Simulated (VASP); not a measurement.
# W (Pm-3m) in VASP: further runs

W is run at these levels: RPBE; tasks: single point.

Program: VASP 6.6.1. These are calculated values, not measurements. Logs are shortened: lines on timing, memory, paths and dates and some standing lists are left out, and cuts for length are marked.

### 1 The cell of the first run

It takes space group Pm-3m (No. 221, cubic). Conventional cell: a = 2.540 Å, b = 2.540 Å, c = 2.540 Å, α = 90.00°, β = 90.00°, γ = 90.00°. Within 3.4 Å of W (site symmetry m-3m) lie 6 W at 2.54 Å.

### 2 Single point, RPBE (volume scaled by 0.88)

INCAR reads:

```
SYSTEM = W
PREC = Accurate
ENCUT = 520
EDIFF = 1E-7
ISMEAR = -1
SIGMA = 0.1
LREAL = .False.
LASPH = .True.
NELM = 80
ALGO = Normal
ISIF = 2
LWAVE = .False.
LCHARG = .True.
GGA = RP
LELF = .True.
LVHAR = .True.
NBANDS = 13
```

KPOINTS reads:

```
Automatic mesh
0
Gamma
  13 13 13
  0 0 0
```

POSCAR reads:

```
W
1.0
    2.5395296343      0.0000000000      0.0000000000
    0.0000000000      2.5395296343      0.0000000000
    0.0000000000      0.0000000000      2.5395296343
W
1
Direct
    0.0000000000      0.0000000000      0.0000000000
```

Potentials or basis: VASP PAW PBE potentials, release 64 (W_sv).

Command:

```console
$ cat potpaw_PBE.64/W_sv/POTCAR > POTCAR
$ mpirun -np 1 vasp_std > vasp.out
```

OUTCAR:

```text
SYSTEM = W
   PREC = Accurate
   ENCUT = 520
   EDIFF = 1E-7
   ISMEAR = -1
   LREAL = .False.
   LASPH = .True.
   NELM = 80
   ISIF = 2
   GGA = RP

 ion  position               nearest neighbor table
   1  0.000  0.000  0.000-

  LATTYP: Found a simple cubic cell.
 ALAT       =     2.5395296343

  Lattice vectors:

 A1 = (   2.5395296343,   0.0000000000,   0.0000000000)
 A2 = (   0.0000000000,   2.5395296343,   0.0000000000)
 A3 = (   0.0000000000,   0.0000000000,   2.5395296343)

Analysis of symmetry for initial positions (statically):
=====================================================================
 Subroutine PRICEL returns:
 Original cell was already a primitive cell.

 Routine SETGRP: Setting up the symmetry group for a
 simple cubic supercell.

 Subroutine GETGRP returns: Found 48 space group operations
 (whereof 48 operations were pure point group operations)
 out of a pool of 48 trial point group operations.

The static configuration has the point symmetry O_h .

Analysis of symmetry for dynamics (positions and initial velocities):
=====================================================================
 Subroutine PRICEL returns:
 Original cell was already a primitive cell.

 Routine SETGRP: Setting up the symmetry group for a
 simple cubic supercell.

 Subroutine GETGRP returns: Found 48 space group operations
 (whereof 48 operations were pure point group operations)
 out of a pool of 48 trial point group operations.

The dynamic configuration has the point symmetry O_h .

 Subroutine INISYM returns: Found 48 space group operations
 (whereof 48 operations are pure point group operations),
 and found     1 'primitive' translations

----------------------------------------------------------------------------------------

                                     Primitive cell

  volume of cell :      16.3780

  direct lattice vectors                    reciprocal lattice vectors
     2.539529634  0.000000000  0.000000000     0.393773708  0.000000000  0.000000000
     0.000000000  2.539529634  0.000000000     0.000000000  0.393773708  0.000000000
     0.000000000  0.000000000  2.539529634     0.000000000  0.000000000  0.393773708

  length of vectors
     2.539529634  2.539529634  2.539529634     0.393773708  0.393773708  0.393773708

  position of ions in fractional coordinates (direct lattice)
     0.000000000  0.000000000  0.000000000

  ion indices of the primitive-cell ions
   primitive index   ion index
                 1           1

----------------------------------------------------------------------------------------

 KPOINTS: Automatic mesh

Automatic generation of k-mesh.
 Grid dimensions read from file:
 generate k-points for:   13   13   13

 Generating k-lattice:

  Cartesian coordinates                     Fractional coordinates (reciprocal lattice)
     0.030290285  0.000000000  0.000000000     0.076923077  0.000000000  0.000000000
     0.000000000  0.030290285  0.000000000     0.000000000  0.076923077  0.000000000
     0.000000000  0.000000000  0.030290285     0.000000000  0.000000000  0.076923077

  Length of vectors
     0.030290285  0.030290285  0.030290285

  Shift w.r.t. Gamma in fractional coordinates (k-lattice)
     0.000000000  0.000000000  0.000000000

 Subroutine IBZKPT returns following result:
 ===========================================

 Found     84 irreducible k-points:

 Following reciprocal coordinates:
            Coordinates               Weight
  0.000000  0.000000  0.000000      1.000000
  0.076923  0.000000  0.000000      6.000000
  0.153846  0.000000  0.000000      6.000000
  0.230769  0.000000  0.000000      6.000000
  0.307692  0.000000  0.000000      6.000000
  0.384615  0.000000  0.000000      6.000000
[... 16 lines left out ...]
  0.307692  0.307692  0.000000     12.000000
  0.384615  0.307692  0.000000     24.000000
 [... further k-points ...]
   k-points           NKPTS =     84   k-points in BZ     NKDIM =     84   number of bands    NBANDS=     13
   number of dos      NEDOS =    301   number of ions     NIONS =      1
   total plane-waves  NPLWV =   8000
   dimension x,y,z NGX =    20 NGY =   20 NGZ =   20
   dimension x,y,z NGXF=    40 NGYF=   40 NGZF=   40
   ions per type =               1
   NGX,Y,Z   is equivalent  to a cutoff of  13.09, 13.09, 13.09 a.u.
   NGXF,Y,Z  is equivalent  to a cutoff of  26.19, 26.19, 26.19 a.u.
 SYSTEM =  W
   PREC   = accura    normal or accurate (medium, high low for compatibility)
   ISTART =      0    job   : 0-new  1-cont  2-samecut
   ICHARG =      2    charge: 1-file 2-atom 10-const
   ISPIN  =      1    spin polarized calculation?
   LNONCOLLINEAR =      F non collinear calculations
   LSORBIT =      F    spin-orbit coupling
   LASPH  =      T    aspherical Exc in radial PAW
   ENCUT  =  520.0 eV  38.22 Ry    6.18 a.u.   4.72  4.72  4.72*2*pi/ulx,y,z
   NELM   =     80;   NELMIN=  2; NELMDL= -5     # of ELM steps
   EDIFF  = 0.1E-06   stopping-criterion for ELM
   LREAL  =      F    real-space projection
   EDIFFG = 0.1E-05   stopping-criterion for IOM
   NSW    =      0    number of steps for IOM
   IBRION =     -1    ionic relax: 0-MD 1-quasi-New 2-CG
   NFREE  =      0    steps in history (QN), initial steepest desc. (CG)
   ISIF   =      2    stress and relaxation
   ISYM   =      2    0-nonsym 1-usesym 2-fastsym
   POTIM  = 0.5000    time-step for ionic-motion
   TEBEG  =    0.0;   TEEND  =   0.0 temperature during run
   PSTRESS=    0.0 pullay stress
   NELECT =      14.0000    total number of electrons
   NUPDOWN=      -1.0000    fix difference up-down
   EMIN   =  10.00;   EMAX   =-10.00  energy-range for DOS
   EFERMI =   0.00;   METHOD = LEGACY
   ISMEAR =    -1;   SIGMA  =   0.10  broadening in eV -4-tet -1-fermi 0-gaus
   EFERMI_NEDOS =   21; number of points for ismear=-14 and -15
   IALGO  =     38    algorithm
   IMIX   =      4    mixing-type and parameters
     AMIX     =   0.40;   BMIX     =  1.00
     AMIX_MAG =   1.60;   BMIX_MAG =  1.00
  volume/ion in A,a.u.               =      16.38       110.52
  Fermi-wavevector in a.u.,A,eV,Ry     =   1.553689  2.936047 32.843797  2.413951
  Thomas-Fermi vector in A             =   2.657884
   LORBIT       =      0    0 simple, 1 ext, 2 COOP (PROOUT), +10 PAW based schemes
   GGA     = RP    functional components
   LHFCALC =     F    Hartree Fock is set to
   AEXX    =    0.0000 exact exchange contribution
   IVDW    =     0    specifies the selected vdW correction
   LEPSILON=     F    determine dielectric tensor
   LRPA    =     F    only Hartree local field effects (RPA)
 non-spin polarized calculation
  energy-cutoff  :      520.00
  volume of cell :       16.38
 maximum number of plane-waves:       461
 NGX is ok and might be reduce to    20
   NGX =  9   NGY =  9   NGZ =  9

 number of electron      13.9999998 magnetization

 Free energy of the ion-electron system (eV)
  ---------------------------------------------------
  ext. energy  EPLUGINS =         0.00000000
  ---------------------------------------------------
  free energy    TOTEN  =       -10.76967784 eV

  energy without entropy =      -10.75087421  energy(sigma->0) =      -10.76027603

 E-fermi :  11.0246     XC(G=0): -13.2544

 val. band max:       10.8639229929   @ k =   0.4615   0.3846   0.1538
 cond. band min:      11.0846056472   @ k =   0.3846   0.3077   0.1538
 fundamental gap:      0.2206826543
 Fermi energy:        11.0246459836

 k-point     1 :       0.0000    0.0000    0.0000
  band No.  band energies     occupation
      1     -63.1079      2.00000
      2     -26.5339      2.00000
      3     -26.5339      2.00000
      4     -26.5339      2.00000
      5       1.8124      2.00000
      6       5.9855      2.00000
      7       5.9855      2.00000
      8      16.4319      0.00000
      9      16.4319      0.00000
     10      16.4319      0.00000
     11      26.6111      0.00000
     12      26.6111      0.00000
     13      26.6111      0.00000

 k-point     2 :       0.0769    0.0000    0.0000
  band No.  band energies     occupation
      1     -63.0993      2.00000
      2     -26.6457      2.00000
      3     -26.5246      2.00000
      4     -26.5246      2.00000
      5       2.0287      2.00000
      6       6.0424      2.00000
      7       6.2313      2.00000
      8      16.0409      0.00000
      9      16.0409      0.00000
     10      16.4586      0.00000
     11      25.5410      0.00000
     12      27.0984      0.00000
     13      27.0984      0.00000

 k-point     3 :       0.1538    0.0000    0.0000
  band No.  band energies     occupation
      1     -63.0755      2.00000
      2     -26.9479      2.00000
      3     -26.4988      2.00000
      4     -26.4988      2.00000
      5       2.6063      2.00000
      6       6.2040      2.00000
      7       6.9588      2.00000
      8      15.1068      0.00000
      9      15.1068      0.00000
     10      16.5332      0.00000
     11      23.5619      0.00000
     12      28.2926      0.00000
     13      28.2926      0.00000
[... 305 lines left out ...]
 k-point    23 :       0.3077    0.3077    0.0000
  band No.  band energies     occupation
      1     -62.9057      2.00000
      2     -27.6390      2.00000
      3     -27.5949      2.00000
      4     -26.3159      2.00000
      5       5.8543      2.00000
      6       7.2590      2.00000
      7      11.4968      0.01764
      8      12.2030      0.00002
      9      13.4354      0.00000
     10      13.8412      0.00000
     11      22.3346      0.00000
     12      24.8552      0.00000
     13      29.6127      0.00000

 k-point    24 :       0.3846    0.3077    0.0000
  band No.  band energies     occupation
      1     -62.8763      2.00000
      2     -27.9368      2.00000
      3     -27.5710      2.00000
      4     -26.2843      2.00000
      5       5.8690      2.00000
      6       7.1497      2.00000
      7      11.8957      0.00033
      8      12.9385      0.00000
      9      13.8136      0.00000
     10      13.8355      0.00000
     11      21.5195      0.00000
     12      25.5847      0.00000
     13      29.1036      0.00000

 [... further k-points ...]

------------------------ aborting loop because EDIFF is reached ----------------------------------------

  FORCE on cell =-STRESS in cart. coord.  units (eV):
  Direction    XX          YY          ZZ          XY          YZ          ZX
  --------------------------------------------------------------------------------------
  -------------------------------------------------------------------------------------
  Total        3.5450196      3.5450196      3.5450196      0.0000000      0.0000000     -0.0000000
  in kB      346.7922398    346.7922398    346.7922398      0.0000000      0.0000000     -0.0000000
  external PRESSURE =     346.7922398 kB  Pullay stress =       0.0000000 kB

 VOLUME and BASIS-vectors are now :
 -----------------------------------------------------------------------------
  energy-cutoff  :      520.00
  volume of cell :       16.38
      direct lattice vectors                 reciprocal lattice vectors
     2.539529634  0.000000000  0.000000000     0.393773708  0.000000000  0.000000000
     0.000000000  2.539529634  0.000000000     0.000000000  0.393773708  0.000000000
     0.000000000  0.000000000  2.539529634     0.000000000  0.000000000  0.393773708

 POSITION                                       TOTAL-FORCE (eV/Angst)
 -----------------------------------------------------------------------------------
      0.00000      0.00000      0.00000         0.000000      0.000000      0.000000
 -----------------------------------------------------------------------------------
    total drift:                                0.000000      0.000000      0.000000

  FREE ENERGIE OF THE ION-ELECTRON SYSTEM (eV)
  ---------------------------------------------------
  free  energy   TOTEN  =       -10.7696778449 eV

  energy  without entropy=      -10.7508742123  energy(sigma->0) =      -10.76027603
```

Wall time 7.2 s (1 thread of Intel Xeon 6975P-C, shared host); peak memory 0.14 GiB.

What came out:

- Free energy: -10.7697 eV
- Pressure: 34.7 GPa
- Band gap on the k mesh: zero (band 7 reaches 13.05 eV, above the bottom of band 8 at 10.09 eV)

Levels at points of the mesh, in eV from the Fermi level:
```tsv
k point	band 5	band 6	band 7	band 8	band 9	band 10
(0.00, 0.00, 0.00)	-9.21	-5.04	-5.04	5.41	5.41	5.41
```

Caveat: the PAW data sets were made with another functional, which shifts forces and pressure a little; spin-orbit coupling is left out, which moves the levels of the heavy elements.

### 3 Single point, RPBE (volume scaled by 0.92)

INCAR reads:

```
PREC = Accurate ; ENCUT = 520
EDIFF = 1E-6 ; ISMEAR = -1
SIGMA = 0.1 ; LREAL = False
LASPH = True ; NELM = 100
ALGO = Normal ; ISIF = 2
LWAVE = False ; LCHARG = False
GGA = RP ; NBANDS = 13
```

KPOINTS reads:

```
Automatic mesh
0
Gamma
  13 13 13
```

POSCAR reads:

```
W
1.0
    2.5774386506      0.0000000000      0.0000000000
    0.0000000000      2.5774386506      0.0000000000
    0.0000000000      0.0000000000      2.5774386506
W
1
Direct
    0.0000000000      0.0000000000      0.0000000000
```

Potentials or basis: VASP PAW PBE potentials, release 64 (W_sv).

Command:

```console
$ cat potpaw_PBE.64/W_sv/POTCAR > POTCAR
$ mpirun -np 1 vasp_std > vasp.out
```

OUTCAR:

```text
PREC = Accurate
   ENCUT = 520
   EDIFF = 1E-6
   ISMEAR = -1
   LREAL = False
   LASPH = True
   NELM = 100
   ISIF = 2
   GGA = RP

 ion  position               nearest neighbor table
   1  0.000  0.000  0.000-

  LATTYP: Found a simple cubic cell.
 ALAT       =     2.5774386506

  Lattice vectors:

 A1 = (   2.5774386506,   0.0000000000,   0.0000000000)
 A2 = (   0.0000000000,   2.5774386506,   0.0000000000)
 A3 = (   0.0000000000,   0.0000000000,   2.5774386506)

Analysis of symmetry for initial positions (statically):
=====================================================================
 Subroutine PRICEL returns:
 Original cell was already a primitive cell.

 Routine SETGRP: Setting up the symmetry group for a
 simple cubic supercell.

 Subroutine GETGRP returns: Found 48 space group operations
 (whereof 48 operations were pure point group operations)
 out of a pool of 48 trial point group operations.

The static configuration has the point symmetry O_h .

[... 166 lines left out ...]
  band No.  band energies     occupation
      1     -63.7424      2.00000
      2     -27.2507      2.00000
      3     -27.2507      2.00000
      4     -27.2507      2.00000
      5       1.4254      2.00000
      6       5.6348      2.00000
      7       5.6348      2.00000
      8      15.5015      0.00000
      9      15.5015      0.00000
     10      15.5015      0.00000
     11      25.5847      0.00000
     12      25.5847      0.00000
     13      25.5847      0.00000
[... 354 lines left out ...]
  band No.  band energies     occupation
      1     -63.5486      2.00000
      2     -28.4815      2.00000
      3     -28.1600      2.00000
      4     -27.0343      2.00000
      5       5.5097      2.00000
      6       6.6812      2.00000
      7      11.1500      0.00115
      8      12.2402      0.00000
      9      12.9920      0.00000
     10      13.0798      0.00000
     11      20.4951      0.00000
     12      24.4913      0.00000
     13      28.0175      0.00000

 [... further k-points ...]

------------------------ aborting loop because EDIFF is reached ----------------------------------------

  FORCE on cell =-STRESS in cart. coord.  units (eV):
  Direction    XX          YY          ZZ          XY          YZ          ZX
  --------------------------------------------------------------------------------------
  -------------------------------------------------------------------------------------
  Total        2.1929464      2.1929464      2.1929464     -0.0000000     -0.0000000      0.0000000
  in kB      205.1982175    205.1982175    205.1982175     -0.0000000     -0.0000000      0.0000000
  external PRESSURE =     205.1982175 kB  Pullay stress =       0.0000000 kB

 VOLUME and BASIS-vectors are now :
 -----------------------------------------------------------------------------
  energy-cutoff  :      520.00
  volume of cell :       17.12
      direct lattice vectors                 reciprocal lattice vectors
     2.577438651  0.000000000  0.000000000     0.387982077  0.000000000  0.000000000
     0.000000000  2.577438651  0.000000000     0.000000000  0.387982077  0.000000000
     0.000000000  0.000000000  2.577438651     0.000000000  0.000000000  0.387982077

 POSITION                                       TOTAL-FORCE (eV/Angst)
 -----------------------------------------------------------------------------------
      0.00000      0.00000      0.00000         0.000000      0.000000      0.000000
 -----------------------------------------------------------------------------------
    total drift:                               -0.000000      0.000000      0.000000

  FREE ENERGIE OF THE ION-ELECTRON SYSTEM (eV)
  ---------------------------------------------------
  free  energy   TOTEN  =       -10.8970873408 eV

  energy  without entropy=      -10.8758242013  energy(sigma->0) =      -10.88645577
```

stdout:

```text
POSCAR found type information on POSCAR W
 POSCAR found :  1 types and       1 ions
 scaLAPACK will be used
 -----------------------------------------------------------------------------
|                                                                             |
|                                                                             |
|     You enforced a specific xc type in the INCAR file but a different       |
|     I HOPE YOU KNOW WHAT YOU ARE DOING!                                     |
|                                                                             |
 -----------------------------------------------------------------------------

 LDA part: xc-table for (Slater+PW92), standard interpolation
 POSCAR, INCAR and KPOINTS ok, starting setup
 FFT: planning ... GRIDC
 FFT: planning ... GRID_SOFT
 FFT: planning ... GRID
 WAVECAR not read
 entering main loop
```

It took 6.5 s on 1 thread of Intel Xeon 6975P-C, shared host; peak memory 0.14 GiB.

Results:

* Free energy: -10.8971 eV
* Pressure: 20.5 GPa
* Band gap on the k mesh: zero (band 7 reaches 12.35 eV, above the bottom of band 8 at 9.53 eV)

Caveat: the PAW data sets were made with another functional, which shifts forces and pressure a little; spin-orbit coupling is left out, which moves the levels of the heavy elements.
